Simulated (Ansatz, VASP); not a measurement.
# AsAu3: VASP beside Ansatz

INCAR

```
PREC = Accurate
ENCUT = 520
EDIFF = 1E-8
ISMEAR = -1
SIGMA = 0.03
LREAL = F
LASPH = T
NELM = 100
ALGO = Normal
ISIF = 2
LWAVE = F
LCHARG = F
GGA = PE
LEFG = T
NBANDS = 27
```

File KPOINTS:

```
Automatic mesh
0
Gamma
  9 9 9
```

POSCAR

```
AsAu3
1.0
    0.0000000000      3.3345399389      3.3345399389
    3.3345399389      0.0000000000      3.3345399389
    3.3345399389      3.3345399389      0.0000000000
As Au
1 3
Direct
    0.0000000000      0.0000000000      0.0000000000
    0.5000000000      0.5000000000      0.5000000000
    0.2500000000      0.2500000000      0.2500000000
    0.7500000000      0.7500000000      0.7500000000
```

Input for Ansatz:

```yaml
crystal:
  lattice:
    - [0.0, 3.3345399389, 3.3345399389]
    - [3.3345399389, 0.0, 3.3345399389]
    - [3.3345399389, 3.3345399389, 0.0]
  atoms:
    - { symbol: As, position: [0.0, 0.0, 0.0] }
    - { symbol: Au, position: [0.5, 0.5, 0.5] }
    - { symbol: Au, position: [0.25, 0.25, 0.25] }
    - { symbol: Au, position: [0.75, 0.75, 0.75] }
kpoints:
  mp_grid: { grid: [9, 9, 9] }
  band_path:
    path:
      - [0.0, 0.0, 0.0]
      - [0.5, 0.0, 0.5]
      - [0.625, 0.25, 0.625]
      - [0.375, 0.375, 0.75]
      - [0.0, 0.0, 0.0]
      - [0.5, 0.5, 0.5]
      - [0.5, 0.25, 0.75]
      - [0.5, 0.0, 0.5]
    npoints: 8
scf:
  occupations: { method: fermi_dirac, width: 0.03 }
hamiltonian:
  xc: pbe
  pseudopotentials: { kind: all_electron, datasets: crystal }
output:
  forces: true
  stress: true
  eigenvalues: true
  efg: { contact_densities: true }
```

Alike in both runs: task electric field gradients; functional PBE; k mesh 9 × 9 × 9; occupations fermi-dirac, width 0.03 eV; no spin polarisation.

|  | VASP | Ansatz |
| --- | --- | --- |
| version | VASP 6.6.1 | Ansatz 0.2.0 |
| potentials or method | VASP PAW PBE potentials, release 64 (As, Au), cutoff 520 eV | all-electron PAW with datasets made for the crystal, scalar-relativistic |

```tsv
	VASP	Ansatz	Ansatz less VASP
pressure (GPa)	-0.2	0.0	+0.18
```

Ansatz ran all-electron here, and VASP with PAW potentials.

Spin-orbit coupling is off throughout.
